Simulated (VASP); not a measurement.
Runs of VASP 6.6.1 on BaS. The structure is that of space group Fm-3m (No. 225), or close to it. The cells are those of the table. 

| cell | gap on the mesh (eV) | pressure (GPa) |
| --- | --- | --- |
| a = 4.479 Å, angles 60.0°, 2 atoms | (b) | 0.6 |
| a = 4.486 Å, angles 60.0°, 2 atoms | 1.94 | 0.4 |
| a = 4.532 Å, angles 60.0°, 2 atoms | 2.00 | -1.0 |
| a = 4.554 Å, angles 60.0°, 2 atoms | (a) | -1.5 |
| a = 4.440 Å, angles 60.0°, 2 atoms | (c) | 2.0 |

Alike in all rows: task electric field gradients; level PBEsol; potentials or basis VASP PAW PBE potentials, release 64 (Ba_sv, S); no spin polarisation; k mesh 8 × 8 × 8; cutoff (eV) 520; smearing fermi-dirac 0.02 eV.

**Question.** Fill in the values left out.

**Answer.** (a) 2.03; (b) 1.93; (c) 1.88.

Caveats: the PAW data sets were made with another functional, which shifts forces and pressure a little; spin-orbit coupling is left out, which moves the levels of the heavy elements.

A k mesh can miss the band edges, and the runs leave out spin-orbit coupling on Ba.
